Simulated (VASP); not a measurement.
A run of VASP 6.6.1 is set up as follows.

The input INCAR:

```
PREC = Accurate
ENCUT = 600
EDIFF = 1E-6
ISMEAR = -1
SIGMA = 0.1
LREAL = F
LASPH = T
NELM = 120
ALGO = Normal
ISIF = 2
LWAVE = F
LCHARG = F
GGA = PE
NBANDS = 12
GGA_COMPAT = F
```

The input KPOINTS:

```
Automatic mesh
0
Gamma
  19 19 19
```

File POSCAR:

```
Cu
1.0
    0.0000000000      1.7513214508      1.7513214508
    1.7513214508      0.0000000000      1.7513214508
    1.7513214508      1.7513214508      0.0000000000
Cu
1
Direct
    0.0000000000      0.0000000000      0.0000000000
```

Potentials or basis: VASP PAW PBE potentials, release 64 (Cu).

Run with:

```bash
$ cat potpaw_PBE.64/Cu/POTCAR > POTCAR
$ mpirun -np 1 vasp_std > vasp.out
```

Task: What does it give for the pressure?

Result: 20.3 GPa.

Caveat: the cell differs from its parent crystal (volume scaled by 0.899, to set the pressure).
